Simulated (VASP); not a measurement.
# MoS2 in VASP: further runs

The runs below take MoS2 through single point, with r2SCAN.

Everything below comes from runs of VASP 6.6.1. Logs are shortened: lines on timing, memory, paths and dates and some standing lists are left out, and cuts for length are marked.

## Step 1: The cell of the first run

The cell holds a slab with vacuum, 9 atoms: a = 3.184 Å, b = 3.184 Å, c = 28.419 Å, α = 90.00°, β = 90.00°, γ = 120.00°.

## Step 2: Single point, r2SCAN

Input file POSCAR:

```
MoS2
1.0
    3.1842713585      0.0000000000      0.0000000000
   -1.5921356792      2.7576598890      0.0000000000
    0.0000000000      0.0000000000     28.4188140530
Mo S
3 6
Direct
    0.6666666667      0.3333333333      0.0000000000
    0.3333333333      0.6666666667      0.7714360451
    0.3333333333      0.6666666667      0.2285639549
    0.3333333333      0.6666666667      0.0581561999
    0.6666666667      0.3333333333      0.8295967138
    0.6666666667      0.3333333333      0.2866983997
    0.3333333333      0.6666666667      0.9488813915
    0.6666666667      0.3333333333      0.7203391917
    0.6666666667      0.3333333333      0.1774408776
```

Input file INCAR.step1:

```
SYSTEM = MoS2
ALGO     = Normal         ! electronic algorithm
EDIFF    = 1E-4           ! SCF threshold, eV
ENCUT    = 520            ! plane-wave cutoff, eV
GGA      = PE             ! functional
ISMEAR   = 0              ! smearing method
LASPH    = .TRUE.         ! aspherical terms in the spheres
LCHARG   = .FALSE.        ! write CHGCAR
LREAL    = .FALSE.        ! projectors in reciprocal space
LWAVE    = .TRUE.         ! write WAVECAR
NBANDS   = 49             ! bands
NELM     = 80             ! most SCF steps
PREC     = Accurate       ! precision mode
SIGMA    = 0.05           ! smearing width, eV
```

Input file INCAR.step2:

```
SYSTEM = MoS2
ALGO     = Normal         ! electronic algorithm
EDIFF    = 1E-6           ! SCF threshold, eV
ENCUT    = 520            ! plane-wave cutoff, eV
ISIF     = 2              ! what is computed and relaxed
ISMEAR   = 0              ! smearing method
ISTART   = 1            
LASPH    = .TRUE.         ! aspherical terms in the spheres
LCHARG   = .FALSE.        ! write CHGCAR
LMIXTAU  = .TRUE.       
LREAL    = .FALSE.        ! projectors in reciprocal space
LWAVE    = .FALSE.        ! write WAVECAR
METAGGA  = R2SCAN         ! meta-GGA
NBANDS   = 49             ! bands
NELM     = 80             ! most SCF steps
PREC     = Accurate       ! precision mode
SIGMA    = 0.05           ! smearing width, eV
```

Input file KPOINTS:

```
k-points
0
G
  12 12 1
  0 0 0
```

Potentials or basis: VASP PAW PBE potentials, release 64 (Mo_sv, S).

Launch:

```
$ cat potpaw_PBE.64/Mo_sv/POTCAR potpaw_PBE.64/S/POTCAR > POTCAR
$ cp INCAR.step1 INCAR
$ mpirun -np 1 vasp_std > vasp.out
$ cp INCAR.step2 INCAR
$ mpirun -np 1 vasp_std > vasp.out
```

OUTCAR:

```text
SYSTEM = MoS2
   EDIFF = 1E-6
   ENCUT = 520
   ISIF = 2
   ISMEAR = 0
   ISTART = 1
   LASPH = .TRUE.
   LREAL = .FALSE.
   METAGGA = R2SCAN
   NELM = 80
   PREC = Accurate

 ion  position               nearest neighbor table
   1  0.667  0.333  0.000-   7 2.34   7 2.34   7 2.34   4 2.47   4 2.47   4 2.47
   2  0.333  0.667  0.771-   8 2.34   8 2.34   8 2.34   5 2.47   5 2.47   5 2.47
   3  0.333  0.667  0.229-   9 2.34   9 2.34   9 2.34   6 2.47   6 2.47   6 2.47
   4  0.333  0.667  0.058-   1 2.47   1 2.47   1 2.47
   5  0.667  0.333  0.830-   2 2.47   2 2.47   2 2.47
   6  0.667  0.333  0.287-   3 2.47   3 2.47   3 2.47
   7  0.333  0.667  0.949-   1 2.34   1 2.34   1 2.34
   8  0.667  0.333  0.720-   2 2.34   2 2.34   2 2.34
   9  0.667  0.333  0.177-   3 2.34   3 2.34   3 2.34

  LATTYP: Found a hexagonal cell.
 ALAT       =     3.1842713585
 C/A-ratio  =     8.9247463088

  Lattice vectors:

 A1 = (   3.1842713585,   0.0000000000,   0.0000000000)
 A2 = (  -1.5921356792,   2.7576598890,   0.0000000000)
 A3 = (   0.0000000000,   0.0000000000,  28.4188140530)

Analysis of symmetry for initial positions (statically):
=====================================================================
 Subroutine PRICEL returns:
 Original cell was already a primitive cell.

 Routine SETGRP: Setting up the symmetry group for a
 hexagonal supercell.

 Subroutine GETGRP returns: Found  6 space group operations
 (whereof  6 operations were pure point group operations)
 out of a pool of 24 trial point group operations.

The static configuration has the point symmetry C_3v.

Analysis of symmetry for dynamics (positions and initial velocities):
=====================================================================
 Subroutine PRICEL returns:
 Original cell was already a primitive cell.

 Routine SETGRP: Setting up the symmetry group for a
 hexagonal supercell.

 Subroutine GETGRP returns: Found  6 space group operations
 (whereof  6 operations were pure point group operations)
 out of a pool of 24 trial point group operations.

The dynamic configuration has the point symmetry C_3v.

 Subroutine INISYM returns: Found  6 space group operations
 (whereof  6 operations are pure point group operations),
 and found     1 'primitive' translations

----------------------------------------------------------------------------------------

                                     Primitive cell

  volume of cell :     249.5495

  direct lattice vectors                    reciprocal lattice vectors
     3.184271359  0.000000000  0.000000000     0.314043587  0.181313150  0.000000000
    -1.592135679  2.757659889  0.000000000     0.000000000  0.362626299  0.000000000
     0.000000000  0.000000000 28.418814053     0.000000000  0.000000000  0.035187957

  length of vectors
     3.184271359  3.184271358 28.418814053     0.362626299  0.362626299  0.035187957

  position of ions in fractional coordinates (direct lattice)
     0.666666667  0.333333333  0.000000000
     0.333333333  0.666666667  0.771436045
     0.333333333  0.666666667  0.228563955
     0.333333333  0.666666667  0.058156200
     0.666666667  0.333333333  0.829596714
     0.666666667  0.333333333  0.286698400
     0.333333333  0.666666667  0.948881392
     0.666666667  0.333333333  0.720339192
     0.666666667  0.333333333  0.177440878

  ion indices of the primitive-cell ions
   primitive index   ion index
                 1           1
                 2           2
                 3           3
                 4           4
                 5           5
                 6           6
                 7           7
                 8           8
                 9           9

----------------------------------------------------------------------------------------

 KPOINTS: k-points

Automatic generation of k-mesh.
 Grid dimensions read from file:
 generate k-points for:   12   12    1

 Generating k-lattice:

  Cartesian coordinates                     Fractional coordinates (reciprocal lattice)
     0.026170299  0.015109429  0.000000000     0.083333333  0.000000000  0.000000000
     0.000000000  0.030218858  0.000000000     0.000000000  0.083333333  0.000000000
     0.000000000  0.000000000  0.035187957     0.000000000  0.000000000  1.000000000

  Length of vectors
     0.030218858  0.030218858  0.035187957

  Shift w.r.t. Gamma in fractional coordinates (k-lattice)
     0.000000000  0.000000000  0.000000000

 Subroutine IBZKPT returns following result:
 ===========================================

 Found     19 irreducible k-points:

 Following reciprocal coordinates:
            Coordinates               Weight
  0.000000  0.000000  0.000000      1.000000
  0.083333  0.000000  0.000000      6.000000
  0.166667 -0.000000  0.000000      6.000000
  0.250000 -0.000000  0.000000      6.000000
  0.333333  0.000000  0.000000      6.000000
  0.416667 -0.000000  0.000000      6.000000
[... 11 lines left out ...]
  0.333333  0.250000  0.000000     12.000000
  0.333333  0.333333  0.000000      2.000000
   k-points           NKPTS =     19   k-points in BZ     NKDIM =     19   number of bands    NBANDS=     49
   number of dos      NEDOS =    301   number of ions     NIONS =      9
   total plane-waves  NPLWV = 124416
   dimension x,y,z NGX =    24 NGY =   24 NGZ =  216
   dimension x,y,z NGXF=    48 NGYF=   48 NGZF=  432
   ions per type =               3   6
   NGX,Y,Z   is equivalent  to a cutoff of  12.53, 12.53, 12.64 a.u.
   NGXF,Y,Z  is equivalent  to a cutoff of  25.06, 25.06, 25.27 a.u.
 SYSTEM =  MoS2
   PREC   = accura    normal or accurate (medium, high low for compatibility)
   ISTART =      1    job   : 0-new  1-cont  2-samecut
   ICHARG =      0    charge: 1-file 2-atom 10-const
   ISPIN  =      1    spin polarized calculation?
   LNONCOLLINEAR =      F non collinear calculations
   LSORBIT =      F    spin-orbit coupling
   LASPH  =      T    aspherical Exc in radial PAW
   ENCUT  =  520.0 eV  38.22 Ry    6.18 a.u.   5.92  5.92 52.84*2*pi/ulx,y,z
   NELM   =     80;   NELMIN=  2; NELMDL=  0     # of ELM steps
   EDIFF  = 0.1E-05   stopping-criterion for ELM
   LREAL  =      F    real-space projection
   EDIFFG = 0.1E-04   stopping-criterion for IOM
   NSW    =      0    number of steps for IOM
   IBRION =     -1    ionic relax: 0-MD 1-quasi-New 2-CG
   NFREE  =      0    steps in history (QN), initial steepest desc. (CG)
   ISIF   =      2    stress and relaxation
   ISYM   =      2    0-nonsym 1-usesym 2-fastsym
   POTIM  = 0.5000    time-step for ionic-motion
   TEBEG  =    0.0;   TEEND  =   0.0 temperature during run
   PSTRESS=    0.0 pullay stress
   NELECT =      78.0000    total number of electrons
   NUPDOWN=      -1.0000    fix difference up-down
   EMIN   =  10.00;   EMAX   =-10.00  energy-range for DOS
   EFERMI =   0.00;   METHOD = LEGACY
   ISMEAR =     0;   SIGMA  =   0.05  broadening in eV -4-tet -1-fermi 0-gaus
   EFERMI_NEDOS =   21; number of points for ismear=-14 and -15
   IALGO  =     38    algorithm
   IMIX   =      4    mixing-type and parameters
     AMIX     =   0.40;   BMIX     =  1.00
     AMIX_MAG =   1.60;   BMIX_MAG =  1.00
  volume/ion in A,a.u.               =      27.73       187.12
  Fermi-wavevector in a.u.,A,eV,Ry     =   1.111017  2.099518 16.794477  1.234359
  Thomas-Fermi vector in A             =   2.247576
   LORBIT       =      0    0 simple, 1 ext, 2 COOP (PROOUT), +10 PAW based schemes
   METAGGA = R2SCAN    functional components
   LHFCALC =     F    Hartree Fock is set to
   AEXX    =    0.0000 exact exchange contribution
   IVDW    =     0    specifies the selected vdW correction
   LEPSILON=     F    determine dielectric tensor
   LRPA    =     F    only Hartree local field effects (RPA)
 non-spin polarized calculation
 Gauss-broadening in eV      SIGMA  =   0.05
  energy-cutoff  :      520.00
  volume of cell :      249.55
 maximum number of plane-waves:      6761
 NGX is ok and might be reduce to    24
   NGX = 11   NGY = 11   NGZ =105

 number of electron      78.0000000 magnetization

 Free energy of the ion-electron system (eV)
  ---------------------------------------------------
  ext. energy  EPLUGINS =         0.00000000
  ---------------------------------------------------
  free energy    TOTEN  =      -134.62084310 eV

  energy without entropy =     -134.62084310  energy(sigma->0) =     -134.62084310

 E-fermi :   2.9769     XC(G=0):  -7.7581

 val. band max:        2.7019757226   @ k =   0.0000   0.0000   0.0000
 cond. band min:       3.6974551730   @ k =   0.3333   0.3333   0.0000
 fundamental gap:      0.9954794504
 Fermi energy:         2.9768689720

 k-point     1 :       0.0000    0.0000    0.0000
  band No.  band energies     occupation
      1     -60.7987      2.00000
      2     -60.6928      2.00000
      3     -60.5847      2.00000
      4     -34.2138      2.00000
      5     -34.1081      2.00000
      6     -34.0080      2.00000
[... 41 lines left out ...]
     48       5.5701      0.00000
     49       5.5712      0.00000

 k-point     2 :       0.0833    0.0000    0.0000
  band No.  band energies     occupation
      1     -60.7959      2.00000
      2     -60.6900      2.00000
      3     -60.5819      2.00000
      4     -34.2084      2.00000
      5     -34.1026      2.00000
      6     -34.0356      2.00000
[... 41 lines left out ...]
     48       5.4847      0.00000
     49       5.4999      0.00000

 k-point     3 :       0.1667   -0.0000    0.0000
  band No.  band energies     occupation
      1     -60.7883      2.00000
      2     -60.6824      2.00000
      3     -60.5743      2.00000
      4     -34.1937      2.00000
      5     -34.1102      2.00000
      6     -34.0879      2.00000
[... 821 lines left out ...]
     48       5.8532      0.00000
     49       6.9828      0.00000

 k-point    19 :       0.3333    0.3333    0.0000
  band No.  band energies     occupation
      1     -60.7519      2.00000
      2     -60.6460      2.00000
      3     -60.5379      2.00000
      4     -34.3120      2.00000
      5     -34.2625      2.00000
      6     -34.2063      2.00000
[... 41 lines left out ...]
     48       5.8768      0.00000
     49       7.2467      0.00000

------------------------ aborting loop because EDIFF is reached ----------------------------------------

  FORCE on cell =-STRESS in cart. coord.  units (eV):
  Direction    XX          YY          ZZ          XY          YZ          ZX
  --------------------------------------------------------------------------------------
  -------------------------------------------------------------------------------------
  Total        1.0898815      1.0898815      0.6604775      0.0000000      0.0000000      0.0000000
  in kB        6.9973426      6.9973426      4.2404497      0.0000000      0.0000000      0.0000000
  external PRESSURE =       6.0783783 kB  Pullay stress =       0.0000000 kB

 VOLUME and BASIS-vectors are now :
 -----------------------------------------------------------------------------
  energy-cutoff  :      520.00
  volume of cell :      249.55
      direct lattice vectors                 reciprocal lattice vectors
     3.184271359  0.000000000  0.000000000     0.314043587  0.181313150  0.000000000
    -1.592135679  2.757659889  0.000000000     0.000000000  0.362626299  0.000000000
     0.000000000  0.000000000 28.418814053     0.000000000  0.000000000  0.035187957

 POSITION                                       TOTAL-FORCE (eV/Angst)
 -----------------------------------------------------------------------------------
      1.59214      0.91922      0.00000        -0.000000     -0.000000      3.084836
     -0.00000      1.83844     21.92330        -0.000000      0.000000      3.098112
     -0.00000      1.83844      6.49552        -0.000000      0.000000      3.095387
     -0.00000      1.83844      1.65273         0.000000     -0.000000     -1.363546
      1.59214      0.91922     23.57615         0.000000     -0.000000     -1.364964
      1.59214      0.91922      8.14763         0.000000     -0.000000     -1.374183
     -0.00000      1.83844     26.96608        -0.000000      0.000000     -1.721274
      1.59214      0.91922     20.47119         0.000000     -0.000000     -1.732502
      1.59214      0.91922      5.04266         0.000000     -0.000000     -1.721864
 -----------------------------------------------------------------------------------
    total drift:                               -0.000000     -0.000001     -0.000099

  FREE ENERGIE OF THE ION-ELECTRON SYSTEM (eV)
  ---------------------------------------------------
  free  energy   TOTEN  =      -134.6208430958 eV

  energy  without entropy=     -134.6208430958  energy(sigma->0) =     -134.62084310
```

Run time: 45 min. Hardware: 1 thread of Oxide Virtual Turin-like, shared host; peak memory 0.45 GiB.

What came out:

* Free energy: -134.6208 eV
* Largest force: 3.098 eV/Å
* Band gap on the k mesh: 1.00 eV (least direct gap 1.56 eV)

Forces in eV/Å, atoms in the order of the input:
```
Mo   0.000  0.000  3.085
Mo   0.000  0.000  3.098
Mo   0.000  0.000  3.095
S    0.000  0.000 -1.364
S    0.000  0.000 -1.365
S    0.000  0.000 -1.374
S    0.000  0.000 -1.721
S    0.000  0.000 -1.733
S    0.000  0.000 -1.722
```

Levels at points of the mesh, in eV from the valence-band top:
```
           k point  band 36  band 37  band 38  band 39  band 40  band 41  band 42  band 43
(0.00, 0.00, 0.00)    -2.01    -0.51    -0.26     0.00     2.03     2.03     2.12     2.12
(0.50, 0.00, 0.00)    -1.54    -1.31    -1.20    -1.08     1.66     1.76     1.87     2.15
```

Caveat: the cell differs from its parent crystal (all S atoms moved -0.100 Å, as atom 4 towards its neighbour atom 7 (S) at 3.105 Å); there is no dipole correction, which matters where the two faces differ; the PAW data sets were made with another functional, which shifts forces and pressure a little.

## Step 3: Single point, r2SCAN

Input file POSCAR:

```
MoS2
1.0
    3.1842713585      0.0000000000      0.0000000000
   -1.5921356792      2.7576598890      0.0000000000
    0.0000000000      0.0000000000     28.4188140530
Mo S
3 6
Direct
    0.6666666667      0.3333333333      0.0000000000
    0.3333333333      0.6666666667      0.7714360451
    0.3333333333      0.6666666667      0.2285639549
    0.3333333333      0.6666666667      0.0528780064
    0.6666666667      0.3333333333      0.8243185203
    0.6666666667      0.3333333333      0.2814202062
    0.3333333333      0.6666666667      0.9436031980
    0.6666666667      0.3333333333      0.7150609982
    0.6666666667      0.3333333333      0.1721626841
```

Input file INCAR.step1:

```
SYSTEM = MoS2
PREC = Accurate
ENCUT = 520
ISMEAR = 0
SIGMA = 0.05
LREAL = .FALSE.
LASPH = .TRUE.
NELM = 100
NBANDS = 49
GGA = PE
ALGO = Normal
EDIFF = 1E-4
LWAVE = .TRUE.
LCHARG = .FALSE.
```

Input file INCAR.step2:

```
SYSTEM = MoS2
PREC = Accurate
ENCUT = 520
EDIFF = 1E-7
ISMEAR = 0
SIGMA = 0.05
LREAL = .FALSE.
LASPH = .TRUE.
NELM = 100
ALGO = Normal
ISIF = 2
LWAVE = .FALSE.
LCHARG = .TRUE.
METAGGA = R2SCAN
LMIXTAU = .TRUE.
LELF = .TRUE.
LVHAR = .TRUE.
NBANDS = 49
ISTART = 1
```

Input file KPOINTS:

```
regular mesh
0
G
  12 12 1
  0 0 0
```

Potentials or basis: VASP PAW PBE potentials, release 64 (Mo_sv, S).

Launch:

```
$ cat potpaw_PBE.64/Mo_sv/POTCAR potpaw_PBE.64/S/POTCAR > POTCAR
$ cp INCAR.step1 INCAR
$ mpirun -np 1 vasp_std > vasp.out
$ cp INCAR.step2 INCAR
$ mpirun -np 1 vasp_std > vasp.out
```

Wall time 56 min (1 thread of Oxide Virtual Turin-like, shared host); peak memory 0.44 GiB.

The run converged. Its results:

| Quantity | Value |
| --- | --- |
| Free energy | -134.9697 eV |
| Largest force | 1.557 eV/Å |
| Band gap on the k mesh | 1.18 eV (least direct gap 1.66 eV) |

Forces in eV/Å, atoms in the order of the input:
```
Mo   0.000  0.000 -1.551
Mo   0.000  0.000 -1.557
Mo   0.000  0.000 -1.557
S    0.000  0.000  0.823
S    0.000  0.000  0.823
S    0.000  0.000  0.829
S    0.000  0.000  0.728
S    0.000  0.000  0.734
S    0.000  0.000  0.728
```

Levels at points of the mesh, in eV from the valence-band top:
```
           k point  band 37  band 38  band 39  band 40  band 41  band 42
(0.00, 0.00, 0.00)    -0.60    -0.27     0.00     2.31     2.31     2.35
(0.50, 0.00, 0.00)    -1.20    -1.14    -1.08     1.82     1.87     1.93
```

Caveat: the cell differs from its parent crystal (all S atoms moved +0.050 Å, as atom 4 towards its neighbour atom 7 (S) at 3.105 Å); there is no dipole correction, which matters where the two faces differ; the PAW data sets were made with another functional, which shifts forces and pressure a little.
